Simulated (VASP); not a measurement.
# AlN (Pm) in VASP: further runs, part 2 of 2

VASP 6.6.1.

### Step 4. Single point, LDA (atom 1 (Al) moved by +0.620 Å along [1 0 0] and +0.248 Å along [1 2 0])

File INCAR:

```
ALGO     = Normal         # electronic algorithm
EDIFF    = 1E-6           # SCF threshold, eV
ENCUT    = 520            # plane-wave cutoff, eV
ISIF     = 2              # what is computed and relaxed
ISMEAR   = 0              # smearing method
LASPH    = True           # aspherical terms in the spheres
LCHARG   = False          # write CHGCAR
LREAL    = False          # projectors in reciprocal space
LWAVE    = False          # write WAVECAR
NBANDS   = 26             # bands
NELM     = 60             # most SCF steps
PREC     = Accurate       # precision mode
SIGMA    = 0.05           # smearing width, eV
```

File KPOINTS:

```
k-points
0
Gamma
  8 6 4
```

File POSCAR:

```
AlN
1.0
   -1.6378403119      2.8368226349      0.0000000000
    0.0000000000      0.0000000000      4.1006264518
    4.9135209358      2.8368226349      0.0000000000
Al N
4 4
Direct
    0.4709294920      0.7500000000      0.2831589250
    1.0000000000      0.7500000000      0.6666666667
    0.0000000000      0.2500000000      0.3333333333
    0.5000000000      0.2500000000      0.8333333333
    0.5000000000      0.2500000000      0.1666666667
    1.0000000000      0.2500000000      0.6666666667
    0.0000000000      0.7500000000      0.3333333333
    0.5000000000      0.7500000000      0.8333333333
```

Command:

```console
> cat potpaw_LDA.64/Al/POTCAR potpaw_LDA.64/N/POTCAR > POTCAR
> mpirun -np 1 vasp_std > vasp.out
```

Wall time 82 s (1 thread of Intel Xeon 6975P-C, shared host); peak memory 0.22 GiB.

The run converged. Its results:

- Free energy: -61.7205 eV
- Pressure: 12.4 GPa
- Largest force: 9.435 eV/Å
- Band gap on the k mesh: 2.25 eV, indirect (least direct gap 2.30 eV)

Forces on the atoms (eV/Å):
```
Al  -9.031  2.734  0.000
Al   2.721  1.402  0.000
Al  -0.422 -0.696  0.000
Al   0.681  0.405  0.000
N    2.329  1.147  0.000
N   -0.932 -0.542  0.000
N    5.626 -3.832  0.000
N   -0.973 -0.619  0.000
```

Stress tensor (GPa, compression positive):
```
 11.42 -19.44   0.00
-19.44  24.43   0.00
  0.00   0.00   1.29
```

Levels at points of the mesh, in eV from the valence-band top:
```tsv
k point	band 12	band 13	band 14	band 15	band 16	band 17	band 18	band 19	band 20	band 21
(0.00, 0.00, 0.00)	-2.73	-2.42	-1.19	-0.89	0.00	2.30	4.09	4.56	6.36	7.50
(0.50, 0.00, 0.00)	-3.89	-3.29	-2.42	-2.21	-1.53	3.72	4.26	6.49	6.61	6.66
(0.00, 0.50, 0.00)	-2.60	-2.42	-1.93	-1.79	-1.29	4.06	4.75	5.72	6.34	7.60
(0.50, 0.50, 0.00)	-4.10	-1.95	-0.94	-0.91	-0.55	4.12	4.51	6.66	7.32	8.60
(0.00, 0.00, 0.50)	-2.48	-2.33	-1.49	-0.82	-0.71	3.83	5.29	6.15	6.42	7.09
(0.50, 0.00, 0.50)	-3.94	-3.42	-2.82	-1.64	-0.88	2.25	4.33	5.17	6.48	7.46
(0.00, 0.50, 0.50)	-2.68	-2.28	-2.00	-1.50	-1.11	3.86	4.67	5.72	6.76	8.49
(0.50, 0.50, 0.50)	-2.92	-2.75	-1.56	-1.34	-1.31	2.96	3.81	5.43	6.17	9.00
```

Caveat: the cell differs from its parent crystal (atom 1 (Al) moved by +0.620 Å along [1 0 0] and +0.248 Å along [1 2 0]); forces of over 1 eV/Å act on the atoms, so gaps and moduli don't describe the material at rest. A k mesh can miss the band edges.

### Step 5. Single point, LDA (atom 1 (Al) moved by -0.496 Å along [1 0 0] and -0.372 Å along [1 2 0])

File INCAR:

```
SYSTEM = AlN
ALGO = Normal
EDIFF = 1E-6
ENCUT = 520
ISIF = 2
ISMEAR = 0
LASPH = .True.
LCHARG = .False.
LREAL = .False.
LWAVE = .False.
NBANDS = 26
NELM = 80
PREC = Accurate
SIGMA = 0.05
```

File KPOINTS:

```
k-points
0
Gamma
  8 6 4
  0 0 0
```

POSCAR, as its differences from that of step 4:

```diff
@@ -8,3 +8,3 @@
 Direct
-    0.4709294920      0.7500000000      0.2831589250
+    0.4773599875      0.7500000000      0.0581740538
     1.0000000000      0.7500000000      0.6666666667
```

Command:

```console
> cat potpaw_LDA.64/Al/POTCAR potpaw_LDA.64/N/POTCAR > POTCAR
> mpirun -np 1 vasp_std > vasp.out
```

Run time: 88 s. Hardware: 1 thread of Intel Xeon 6975P-C, shared host; peak memory 0.22 GiB.

It converged, with:

| Quantity | Value |
| --- | --- |
| Free energy | -55.2195 eV |
| Pressure | 34.2 GPa |
| Largest force | 48.157 eV/Å |
| Band gap on the k mesh | 1.43 eV, indirect (least direct gap 1.50 eV) |

Forces on the atoms (eV/Å):
```
Al   42.678  22.310   0.000
Al   -3.076  -1.881   0.000
Al   -0.716  -0.485   0.000
Al   -0.762  -0.259   0.000
N    -2.523  -1.686   0.000
N     1.341   0.772   0.000
N    -1.333  -0.670   0.000
N   -35.609 -18.100   0.000
```

Stress tensor (GPa, compression positive):
```
80.73 41.29  0.00
41.29 19.56  0.00
 0.00  0.00  2.45
```

Levels at points of the mesh, in eV from the valence-band top:
```tsv
k point	band 12	band 13	band 14	band 15	band 16	band 17	band 18	band 19	band 20	band 21
(0.00, 0.00, 0.00)	-3.67	-3.29	-2.38	-0.59	-0.07	1.43	2.99	4.16	6.30	6.70
(0.50, 0.00, 0.00)	-4.25	-3.25	-2.54	-2.39	-2.30	3.99	4.08	4.93	5.17	6.61
(0.00, 0.50, 0.00)	-3.34	-3.00	-2.02	-1.70	-0.73	2.52	4.07	4.97	5.73	7.11
(0.50, 0.50, 0.00)	-5.25	-3.01	-2.18	-0.83	-0.72	4.37	4.71	5.62	6.05	6.90
(0.00, 0.00, 0.50)	-3.56	-3.24	-3.08	-1.04	0.00	2.38	4.37	5.17	5.59	6.98
(0.50, 0.00, 0.50)	-3.88	-3.37	-2.82	-1.90	-1.72	2.47	3.38	5.13	5.76	6.17
(0.00, 0.50, 0.50)	-3.17	-3.12	-1.67	-1.67	-0.80	2.23	4.12	4.68	6.08	7.48
(0.50, 0.50, 0.50)	-4.17	-3.65	-2.70	-1.59	-1.10	3.59	3.73	4.61	5.08	7.42
```

Caveat: the cell differs from its parent crystal (atom 1 (Al) moved by -0.496 Å along [1 0 0] and -0.372 Å along [1 2 0]); forces of over 1 eV/Å act on the atoms, so gaps and moduli don't describe the material at rest.

### Step 6. Single point, LDA (atom 1 (Al) moved by -0.620 Å along [1 0 0] and -0.372 Å along [1 2 0])

File INCAR:

```
PREC     = Accurate       # precision mode
ENCUT    = 520            # plane-wave cutoff, eV
EDIFF    = 1E-6           # SCF threshold, eV
ISMEAR   = 0              # smearing method
SIGMA    = 0.05           # smearing width, eV
LREAL    = False          # projectors in reciprocal space
LASPH    = True           # aspherical terms in the spheres
NELM     = 100            # most SCF steps
ALGO     = Normal         # electronic algorithm
ISIF     = 2              # what is computed and relaxed
LWAVE    = False          # write WAVECAR
LCHARG   = False          # write CHGCAR
GGA      = CA             # functional
NBANDS   = 26             # bands
```

File KPOINTS:

```
regular mesh
0
Gamma
  8 6 4
```

POSCAR, as its differences from that of step 5:

```diff
@@ -8,3 +8,3 @@
 Direct
-    0.4773599875      0.7500000000      0.0581740538
+    0.4962873517      0.7500000000      0.0392466896
     1.0000000000      0.7500000000      0.6666666667
```

Potentials or basis: VASP PAW LDA potentials, release 64 (Al, N).

Command:

```console
> cat potpaw_LDA.64/Al/POTCAR potpaw_LDA.64/N/POTCAR > POTCAR
> mpirun -np 1 vasp_std > vasp.out
```

Run time: 80 s. Hardware: 1 thread of Intel Xeon Platinum 8259CL at 2.50GHz (Skylake/Cascade Lake), shared host; peak memory 0.22 GiB.

The run converged. Its results:

```
Free energy            : -48.6406 eV
Pressure               : 51.8 GPa
Largest force          : 74.094 eV/Å
Band gap on the k mesh : 0.81 eV, indirect (least direct gap 0.87 eV)
```

Forces on the atoms (eV/Å):
```
Al   64.478  36.502   0.000
Al   -3.626  -2.116   0.000
Al   -0.921  -0.541   0.000
Al   -0.834  -0.445   0.000
N    -3.037  -1.792   0.000
N     1.575   0.910   0.000
N    -1.165  -0.651   0.000
N   -56.471 -31.867   0.000
```

Stress tensor (GPa, compression positive):
```
115.47  65.30   0.00
 65.30  36.44   0.00
  0.00   0.00   3.42
```

Levels at points of the mesh, in eV from the valence-band top:
```csv
k point,band 14,band 15,band 16,band 17,band 18,band 19
"(0.00, 0.00, 0.00)",-2.58,-0.89,-0.06,0.81,2.55,3.91
"(0.50, 0.00, 0.00)",-2.68,-2.48,-2.41,3.49,3.62,4.55
"(0.00, 0.50, 0.00)",-2.24,-1.82,-0.68,1.87,3.68,4.58
"(0.50, 0.50, 0.00)",-2.53,-1.02,-0.80,3.84,4.24,5.26
"(0.00, 0.00, 0.50)",-3.59,-1.22,0.00,1.77,3.96,4.79
"(0.50, 0.00, 0.50)",-2.97,-1.95,-1.93,2.08,3.05,4.57
"(0.00, 0.50, 0.50)",-1.84,-1.77,-0.75,1.58,3.72,4.35
"(0.50, 0.50, 0.50)",-2.87,-1.79,-1.18,3.12,3.29,4.24
```

Caveat: the cell differs from its parent crystal (atom 1 (Al) moved by -0.620 Å along [1 0 0] and -0.372 Å along [1 2 0]); forces of over 1 eV/Å act on the atoms, so gaps and moduli don't describe the material at rest. A k mesh can miss the band edges.
